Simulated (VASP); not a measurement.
Set up this calculation in VASP 6.6.1, as the native input.

```yaml
Task: single point
Functional: LDA
Potentials_or_basis: VASP PAW LDA potentials, release 64 (Mg_sv, O)
Cutoff: 750 eV
k_mesh: 10 × 10 × 10
Occupations: gaussian, width 0.02 eV
Spin: no spin polarisation
Dipole_correction: no
k_mesh_for_the_DOS: 15 × 15 × 15
Mended: yes
Occupations_for_the_DOS: tetrahedron
Further_INCAR_settings: ALGO = Normal; EDIFF = 1e-06; NBANDS = 15
```

The system is MgO.

```
CELL_PARAMETERS angstrom
0.00000 2.12685 2.12685
2.12685 0.00000 2.12685
2.12685 2.12685 0.00000
ATOMIC_POSITIONS crystal
Mg 0.00000 0.00000 0.00000
O 0.50000 0.50000 0.50000
```

One way to write it, as run:

POSCAR

```
MgO
1.0
    0.0000000000      2.1268522620      2.1268522620
    2.1268522620      0.0000000000      2.1268522620
    2.1268522620      2.1268522620      0.0000000000
Mg O
1 1
Direct
    0.0000000000      0.0000000000      0.0000000000
    0.5000000000      0.5000000000      0.5000000000
```

INCAR.step1

```
SYSTEM = MgO
PREC = Accurate
ENCUT = 750
EDIFF = 1E-6
ISMEAR = 0
SIGMA = 0.02
LREAL = .False.
LASPH = .True.
NELM = 120
ALGO = Normal
ISIF = 2
LWAVE = .False.
LCHARG = .True.
NBANDS = 15
GGA_COMPAT = .False.
NEDOS = 2001
LORBIT = 11
```

KPOINTS.step1

```
regular mesh
0
Gamma
  10 10 10
  0 0 0
```

INCAR.step2

```
SYSTEM = MgO
PREC = Accurate
ENCUT = 750
EDIFF = 1E-6
ISMEAR = -5
SIGMA = 0.02
LREAL = .False.
LASPH = .True.
NELM = 120
ALGO = Normal
ISIF = 2
LWAVE = .False.
LCHARG = .False.
LORBIT = 10
NBANDS = 15
NEDOS = 1001
ICHARG = 11
GGA_COMPAT = .False.
```

KPOINTS.step2

```
regular mesh
0
Gamma
  15 15 15
  0 0 0
```

Potentials or basis: VASP PAW LDA potentials, release 64 (Mg_sv, O).

Command:

```bash
$ cat potpaw_LDA.64/Mg_sv/POTCAR potpaw_LDA.64/O/POTCAR > POTCAR
$ cp INCAR.step1 INCAR
$ cp KPOINTS.step1 KPOINTS
$ mpirun -np 1 vasp_std > vasp.out
$ cp INCAR.step2 INCAR
$ cp KPOINTS.step2 KPOINTS
$ mpirun -np 1 vasp_std > vasp.out
```

It gave:

```json
{"Valence electrons inside the program's atomic spheres": "Mg 8.12; O 5.05"}
```

Wall time 24 s on 1 thread of Intel(R) Xeon(R) 6975P-C (Granite Rapids) (shared host), peak memory 0.17 GiB.
